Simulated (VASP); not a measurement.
Runs of VASP 6.6.1 on Zn. The structure is that of space group P6_3/mmc (No. 194), or close to it. The cells are those of the table. 

| task | level | cell | k mesh | cutoff (eV) | smearing | tolerance level | purpose | passes | dipole correction | grid for exact exchange (PRECFOCK) | gap on the mesh (eV) | pressure (GPa) |
| --- | --- | --- | --- | --- | --- | --- | --- | --- | --- | --- | --- | --- |
| relaxation of cell and atoms | PBE+D4 | relaxed from a = 2.688, b = 2.688, c = 4.999 Å, angles 90.0, 90.0, 120.0°, 2 atoms | 15 × 15 × 7 | 580 | gaussian 0.1 eV | standard | cell | 2 | - | - | none | 1.0 |
| relaxation of cell and atoms | PBE+D4 | relaxed from a = 2.688, b = 2.688, c = 4.999 Å, angles 90.0, 90.0, 120.0°, 2 atoms | 15 × 15 × 7 | 720 | gaussian 0.04 eV | standard | cell | 3 | - | - | none | 0.0 |
| single point | PBEsol-based screened hybrid with 25 % exact exchange | a = 2.634, b = 2.634, c = 4.899 Å, angles 90.0, 90.0, 120.0°, 2 atoms | 7 × 7 × 4 | 520 | methfessel-paxton 0.01 eV | - | - | - | no | Normal | none | (a) |
| single point | PBE0 | a = 2.722, b = 2.722, c = 5.063 Å, angles 90.0, 90.0, 120.0°, 2 atoms | 6 × 6 × 4 | 520 | fermi-dirac 0.05 eV | - | - | - | no | Normal | none | -3.1 |

Alike in all rows: potentials or basis VASP PAW PBE potentials, release 64 (Zn); no spin polarisation.

Problem. Estimate the missing entries.

Solution. (a) -1.4.

Caveats: some runs use coarse meshes; the PAW data sets were made with another functional, which shifts forces and pressure a little (at least some runs).

A gap of «none» marks levels without a gap at the run's occupations.
